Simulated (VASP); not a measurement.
Set up this calculation in VASP 6.6.1, as the native input.

```
Task                   : single point
Functional             : PBE
Potentials or basis    : VASP PAW PBE potentials, release 64 (Mn_pv, F)
Cutoff                 : 520 eV
k mesh                 : 4 × 4 × 6
Occupations            : gaussian, width 0.05 eV
Spin                   : collinear spin, antiferromagnetic start
Starting moments       : [4.75, -4.75, -0.02, 0.02, -0.02, 0.02] μB
Hubbard terms          : Mn d U = 3.9 eV
Dipole correction      : no
Further INCAR settings : ALGO = Normal; EDIFF = 1e-06; NBANDS = 40
```

The structure of MnF2 lies in POSCAR:

```
MnF2
1.0
    5.0616060840      0.0000000071      0.0000000000
    0.0000000071      5.0616060840      0.0000000000
    0.0000000000      0.0000000000      3.3815276986
Mn F
2 4
Direct
    0.0000000000      0.0000000000      0.0000000000
    0.5000000000      0.5000000000      0.5000000000
    0.3061881749      0.3061881749      0.0000000000
    0.1938118371      0.8061881629      0.5000000000
    0.6938118251      0.6938118251      0.0000000000
    0.8061881629      0.1938118371      0.5000000000
```

The input as run:

INCAR

```
SYSTEM = MnF2
ALGO = Normal
EDIFF = 1E-6
ENCUT = 520
GGA = PE
ISIF = 2
ISMEAR = 0
ISPIN = 2
LASPH = .TRUE.
LCHARG = .FALSE.
LDAU = .TRUE.
LDAUJ = 0 0
LDAUL = 2 -1
LDAUPRINT = 1
LDAUTYPE = 2
LDAUU = 3.9 0
LMAXMIX = 4
LORBIT = 11
LREAL = .FALSE.
LWAVE = .FALSE.
MAGMOM = 4.75 -4.75 -0.02 0.02 -0.02 0.02
NBANDS = 40
NELM = 150
PREC = Accurate
SIGMA = 0.05
```

KPOINTS

```
k-points
0
G
  4 4 6
  0 0 0
```

Potentials or basis: VASP PAW PBE potentials, release 64 (Mn_pv, F).

Launch:

```console
$ cat potpaw_PBE.64/Mn_pv/POTCAR potpaw_PBE.64/F/POTCAR > POTCAR
$ mpirun -np 1 vasp_std > vasp.out
```

Results of the run:

```yaml
Pressure: -3.6 GPa
Largest_force: 0.007 eV/Å
Band_gap_on_the_k_mesh: 3.53 eV (least direct gap 3.55 eV)
Net_moment: 0.00 μB per cell
Site_moments: Mn +4.68, -4.68; F -0.02, +0.02 (each value once) μB
Valence_electrons_inside_the_program's_atomic_spheres: Mn 11.18; F 6.09
```

Caveat: the cell stands under tension.

It took 2.5 min on 1 thread of Intel(R) Xeon(R) Platinum 8488C (Sapphire Rapids), with other jobs on the host, peak memory 0.3 GiB.
